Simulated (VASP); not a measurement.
# CaGaF3 (P4/nmm) in VASP: single point with PBE

Aim: the single point of CaGaF3 with PBE.

Everything below comes from runs of VASP 6.6.1. Logs are shortened: lines on timing, memory, paths and dates and some standing lists are left out, and cuts for length are marked.

### Step 1. The cell of the first run

Symmetry: P4/nmm, No. 129, tetragonal system. The conventional cell has a = 5.838 Å, b = 5.838 Å, c = 4.761 Å, α = 90.00°, β = 90.00°, γ = 90.00°. Ca (site symmetry -4m2) has 12 F at 3.03 to 3.15 Å and 8 Ga at 3.49 to 4.08 Å and 4 Ca at 4.13 Å within 4.2 Å. Within 2.8 Å of Ga (site symmetry 4mm) lie 6 F at 2.03 to 2.73 Å. F (site symmetry 2/m) has 2 Ga at 2.12 Å and 2 F at 2.59 Å within 2.8 Å. F (site symmetry 4mm) has 2 Ga at 2.03 to 2.73 Å and 4 F at 2.59 Å within 2.8 Å.

### Step 2. Single point, PBE

INCAR

```
  ALGO = Normal
  EDIFF = 1E-6
  ENCUT = 1350
  GGA = PE
  GGA_COMPAT = F
  ISIF = 2
  ISMEAR = 0
  LASPH = T
  LCHARG = T
  LELF = T
  LREAL = F
  LVHAR = T
  LWAVE = F
  NBANDS = 55
  NELM = 120
  PREC = Accurate
  SIGMA = 0.1
```

KPOINTS

```
k-points
0
Gamma
  4 2 2
```

POSCAR

```
CaGaF3
1.0
    0.0000000000      0.0000000000      4.7606191335
    5.8381353226      0.0000000000      0.0000000000
    0.0000000000      5.8381353226      0.0000000000
Ca Ga F
2 2 6
Direct
    0.5000000000      1.0000000000      0.0000000000
    0.5000000000      0.5000000000      0.5000000000
    0.9026889111      0.5000000000      0.0000000000
    0.0973110889      0.0000000000      0.5000000000
    0.0000000000      0.7500000000      0.7500000000
    0.0000000000      0.7500000000      0.2500000000
    0.3294803705      0.5000000000      0.0000000000
    0.0000000000      0.2500000000      0.2500000000
    0.0000000000      0.2500000000      0.7500000000
    0.6705196295      0.0000000000      0.5000000000
```

Potentials or basis: VASP PAW PBE potentials, release 64 (Ca_sv, Ga_d, F_h).

Launch:

```bash
$ cat potpaw_PBE.64/Ca_sv/POTCAR potpaw_PBE.64/Ga_d/POTCAR potpaw_PBE.64/F_h/POTCAR > POTCAR
$ mpirun -np 1 vasp_std > vasp.out
```

OUTCAR:

```text
EDIFF = 1E-6
   ENCUT = 1350
   GGA = PE
   ISIF = 2
   ISMEAR = 0
   LASPH = T
   LREAL = F
   NELM = 120
   PREC = Accurate

 ion  position               nearest neighbor table
   1  0.500  0.000  0.000-
   2  0.500  0.500  0.500-
   3  0.903  0.500  0.000-   7 2.03   6 2.12   5 2.12   8 2.12   9 2.12
   4  0.097  0.000  0.500-  10 2.03   6 2.12   8 2.12   9 2.12   5 2.12
   5  0.000  0.750  0.750-   3 2.12   4 2.12
   6  0.000  0.750  0.250-   3 2.12   4 2.12
   7  0.329  0.500  0.000-   3 2.03
   8  0.000  0.250  0.250-   3 2.12   4 2.12
   9  0.000  0.250  0.750-   3 2.12   4 2.12
  10  0.671  0.000  0.500-   4 2.03

  LATTYP: Found a simple tetragonal cell.
 ALAT       =     5.8381353226
 C/A-ratio  =     0.8154348727

  Lattice vectors:

 A1 = (   5.8381353226,   0.0000000000,   0.0000000000)
 A2 = (   0.0000000000,   5.8381353226,   0.0000000000)
 A3 = (   0.0000000000,   0.0000000000,   4.7606191335)

Analysis of symmetry for initial positions (statically):
=====================================================================
 Subroutine PRICEL returns:
 Original cell was already a primitive cell.

 Routine SETGRP: Setting up the symmetry group for a
 simple tetragonal supercell.

 Subroutine GETGRP returns: Found 16 space group operations
 (whereof  8 operations were pure point group operations)
 out of a pool of 16 trial point group operations.

The static configuration has the point symmetry D_2d.
 The point group associated with its full space group is D_4h.

Analysis of symmetry for dynamics (positions and initial velocities):
=====================================================================
 Subroutine PRICEL returns:
 Original cell was already a primitive cell.

 Routine SETGRP: Setting up the symmetry group for a
 simple tetragonal supercell.

 Subroutine GETGRP returns: Found 16 space group operations
 (whereof  8 operations were pure point group operations)
 out of a pool of 16 trial point group operations.

The dynamic configuration has the point symmetry D_2d.
 The point group associated with its full space group is D_4h.

 Subroutine INISYM returns: Found 16 space group operations
 (whereof  8 operations are pure point group operations),
 and found     1 'primitive' translations

----------------------------------------------------------------------------------------

                                     Primitive cell

  volume of cell :     162.2601

  direct lattice vectors                    reciprocal lattice vectors
     0.000000000  0.000000000  4.760619133     0.000000000  0.000000000  0.210056712
     5.838135323  0.000000000  0.000000000     0.171287568  0.000000000  0.000000000
     0.000000000  5.838135323  0.000000000     0.000000000  0.171287568  0.000000000

  length of vectors
     4.760619133  5.838135323  5.838135323     0.210056712  0.171287568  0.171287568

  position of ions in fractional coordinates (direct lattice)
     0.500000000  0.000000000  0.000000000
     0.500000000  0.500000000  0.500000000
     0.902688911  0.500000000  0.000000000
     0.097311089  0.000000000  0.500000000
     0.000000000  0.750000000  0.750000000
     0.000000000  0.750000000  0.250000000
     0.329480371  0.500000000  0.000000000
     0.000000000  0.250000000  0.250000000
     0.000000000  0.250000000  0.750000000
     0.670519629  0.000000000  0.500000000

  ion indices of the primitive-cell ions
   primitive index   ion index
                 1           1
                 2           2
                 3           3
                 4           4
                 5           5
                 6           6
                 7           7
                 8           8
                 9           9
                10          10

----------------------------------------------------------------------------------------

 KPOINTS: k-points

Automatic generation of k-mesh.
 Grid dimensions read from file:
 generate k-points for:    4    2    2

 Generating k-lattice:

  Cartesian coordinates                     Fractional coordinates (reciprocal lattice)
     0.000000000  0.000000000  0.052514178     0.250000000  0.000000000  0.000000000
     0.085643784  0.000000000  0.000000000     0.000000000  0.500000000  0.000000000
     0.000000000  0.085643784  0.000000000     0.000000000  0.000000000  0.500000000

  Length of vectors
     0.052514178  0.085643784  0.085643784

  Shift w.r.t. Gamma in fractional coordinates (k-lattice)
     0.000000000  0.000000000  0.000000000

 Subroutine IBZKPT returns following result:
 ===========================================

 Found      9 irreducible k-points:

 Following reciprocal coordinates:
            Coordinates               Weight
  0.000000  0.000000  0.000000      1.000000
  0.250000  0.000000  0.000000      2.000000
  0.500000  0.000000  0.000000      1.000000
  0.000000  0.500000  0.000000      2.000000
  0.250000  0.500000  0.000000      4.000000
  0.500000  0.500000  0.000000      2.000000
  0.000000  0.500000  0.500000      1.000000
  0.250000  0.500000  0.500000      2.000000
  0.500000  0.500000  0.500000      1.000000
   k-points           NKPTS =      9   k-points in BZ     NKDIM =      9   number of bands    NBANDS=     55
   number of dos      NEDOS =    301   number of ions     NIONS =     10
   total plane-waves  NPLWV = 294000
   dimension x,y,z NGX =    60 NGY =   70 NGZ =   70
   dimension x,y,z NGXF=   120 NGYF=  140 NGZF=  140
   ions per type =               2   2   6
   NGX,Y,Z   is equivalent  to a cutoff of  20.95, 19.93, 19.93 a.u.
   NGXF,Y,Z  is equivalent  to a cutoff of  41.91, 39.87, 39.87 a.u.
 SYSTEM =  unknown system
   PREC   = accura    normal or accurate (medium, high low for compatibility)
   ISTART =      0    job   : 0-new  1-cont  2-samecut
   ICHARG =      2    charge: 1-file 2-atom 10-const
   ISPIN  =      1    spin polarized calculation?
   LNONCOLLINEAR =      F non collinear calculations
   LSORBIT =      F    spin-orbit coupling
   LASPH  =      T    aspherical Exc in radial PAW
   ENCUT  = 1350.0 eV  99.22 Ry    9.96 a.u.  14.26 17.49 17.49*2*pi/ulx,y,z
   NELM   =    120;   NELMIN=  2; NELMDL= -5     # of ELM steps
   EDIFF  = 0.1E-05   stopping-criterion for ELM
   LREAL  =      F    real-space projection
   EDIFFG = 0.1E-04   stopping-criterion for IOM
   NSW    =      0    number of steps for IOM
   IBRION =     -1    ionic relax: 0-MD 1-quasi-New 2-CG
   NFREE  =      0    steps in history (QN), initial steepest desc. (CG)
   ISIF   =      2    stress and relaxation
   ISYM   =      2    0-nonsym 1-usesym 2-fastsym
   POTIM  = 0.5000    time-step for ionic-motion
   TEBEG  =    0.0;   TEEND  =   0.0 temperature during run
   PSTRESS=    0.0 pullay stress
   NELECT =      88.0000    total number of electrons
   NUPDOWN=      -1.0000    fix difference up-down
   EMIN   =  10.00;   EMAX   =-10.00  energy-range for DOS
   EFERMI =   0.00;   METHOD = LEGACY
   ISMEAR =     0;   SIGMA  =   0.10  broadening in eV -4-tet -1-fermi 0-gaus
   EFERMI_NEDOS =   21; number of points for ismear=-14 and -15
   IALGO  =     38    algorithm
   IMIX   =      4    mixing-type and parameters
     AMIX     =   0.40;   BMIX     =  1.00
     AMIX_MAG =   1.60;   BMIX_MAG =  1.00
  volume/ion in A,a.u.               =      16.23       109.50
  Fermi-wavevector in a.u.,A,eV,Ry     =   1.335053  2.522884 24.250565  1.782366
  Thomas-Fermi vector in A             =   2.463787
   LORBIT       =      0    0 simple, 1 ext, 2 COOP (PROOUT), +10 PAW based schemes
   GGA     = PE    functional components
   LHFCALC =     F    Hartree Fock is set to
   AEXX    =    0.0000 exact exchange contribution
   IVDW    =     0    specifies the selected vdW correction
   LEPSILON=     F    determine dielectric tensor
   LRPA    =     F    only Hartree local field effects (RPA)
 non-spin polarized calculation
 Gauss-broadening in eV      SIGMA  =   0.10
  energy-cutoff  :     1350.00
  volume of cell :      162.26
 maximum number of plane-waves:     18321
 NGX is ok and might be reduce to    60
   NGX = 29   NGY = 35   NGZ = 35

 number of electron      88.0000000 magnetization

 Free energy of the ion-electron system (eV)
  ---------------------------------------------------
  ext. energy  EPLUGINS =         0.00000000
  ---------------------------------------------------
  free energy    TOTEN  =       -43.48575570 eV

  energy without entropy =      -43.48575570  energy(sigma->0) =      -43.48575570

 E-fermi :   4.4007     XC(G=0):  -9.3003

 val. band max:        4.0187893856   @ k =   0.0000   0.0000   0.0000
 cond. band min:       4.7911738402   @ k =   0.0000   0.5000   0.5000
 fundamental gap:      0.7723844546
 Fermi energy:         4.4006689164

 k-point     1 :       0.0000    0.0000    0.0000
  band No.  band energies     occupation
      1     -39.5343      2.00000
      2     -39.5305      2.00000
      3     -20.7103      2.00000
      4     -20.5468      2.00000
      5     -20.5468      2.00000
      6     -20.4797      2.00000
[... 47 lines left out ...]
     54       6.7486      0.00000
     55       6.8165      0.00000

 k-point     2 :       0.2500    0.0000    0.0000
  band No.  band energies     occupation
      1     -39.5342      2.00000
      2     -39.5304      2.00000
      3     -20.7808      2.00000
      4     -20.5150      2.00000
      5     -20.5150      2.00000
      6     -20.4672      2.00000
[... 47 lines left out ...]
     54       6.6945      0.00000
     55       6.7946      0.00000
[... 346 lines left out ...]
     54       6.2718      0.00000
     55       7.1391      0.00000

 k-point     9 :       0.5000    0.5000    0.5000
  band No.  band energies     occupation
      1     -39.5321      2.00000
      2     -39.5321      2.00000
      3     -20.5660      2.00000
      4     -20.5660      2.00000
      5     -20.5510      2.00000
      6     -20.5510      2.00000
[... 47 lines left out ...]
     54       6.5321      0.00000
     55       7.2927      0.00000

------------------------ aborting loop because EDIFF is reached ----------------------------------------

  FORCE on cell =-STRESS in cart. coord.  units (eV):
  Direction    XX          YY          ZZ          XY          YZ          ZX
  --------------------------------------------------------------------------------------
  -------------------------------------------------------------------------------------
  Total       -0.0993425     -0.0993425     -0.0682407      0.0000000      0.0000000      0.0000000
  in kB       -0.9809206     -0.9809206     -0.6738178      0.0000000      0.0000000      0.0000000
  external PRESSURE =      -0.8785530 kB  Pullay stress =       0.0000000 kB

 VOLUME and BASIS-vectors are now :
 -----------------------------------------------------------------------------
  energy-cutoff  :     1350.00
  volume of cell :      162.26
      direct lattice vectors                 reciprocal lattice vectors
     0.000000000  0.000000000  4.760619133     0.000000000  0.000000000  0.210056712
     5.838135323  0.000000000  0.000000000     0.171287568  0.000000000  0.000000000
     0.000000000  5.838135323  0.000000000     0.000000000  0.171287568  0.000000000

 POSITION                                       TOTAL-FORCE (eV/Angst)
 -----------------------------------------------------------------------------------
      0.00000      0.00000      2.38031        -0.000000      0.000000      0.000000
      2.91907      2.91907      2.38031        -0.000000      0.000000      0.000000
      2.91907      0.00000      4.29736        -0.000000      0.000000     -0.056843
      0.00000      2.91907      0.46326        -0.000000      0.000000      0.056843
      4.37860      4.37860      0.00000         0.000000      0.000000      0.000000
      4.37860      1.45953      0.00000         0.000000      0.000000      0.000000
      2.91907      0.00000      1.56853        -0.000000     -0.000000      0.063451
      1.45953      1.45953      0.00000         0.000000      0.000000      0.000000
      1.45953      4.37860      0.00000        -0.000000      0.000000      0.000000
      0.00000      2.91907      3.19209        -0.000000     -0.000000     -0.063451
 -----------------------------------------------------------------------------------
    total drift:                                0.000000      0.000000      0.000000

  FREE ENERGIE OF THE ION-ELECTRON SYSTEM (eV)
  ---------------------------------------------------
  free  energy   TOTEN  =       -43.4857557008 eV

  energy  without entropy=      -43.4857556975  energy(sigma->0) =      -43.48575570
```

Wall time 10 min (1 thread of Intel Xeon Platinum 8375C at 2.90GHz (Ice Lake), shared host); peak memory 0.77 GiB.

What came out:

| Item | Value |
| --- | --- |
| Free energy | -43.4858 eV |
| Pressure | -0.1 GPa |
| Largest force | 0.063 eV/Å |
| Band gap on the k mesh | 0.77 eV (least direct gap 0.89 eV) |

Forces in eV/Å, atoms in the order of the input:
```
Ca   0.000  0.000  0.000
Ca   0.000  0.000  0.000
Ga   0.000  0.000 -0.057
Ga   0.000  0.000  0.057
F    0.000  0.000  0.000
F    0.000  0.000  0.000
F    0.000  0.000  0.063
F    0.000  0.000  0.000
F    0.000  0.000  0.000
F    0.000  0.000 -0.063
```

Caveat: the k points lie up to 0.54 Å⁻¹ apart. A k mesh can miss the band edges.
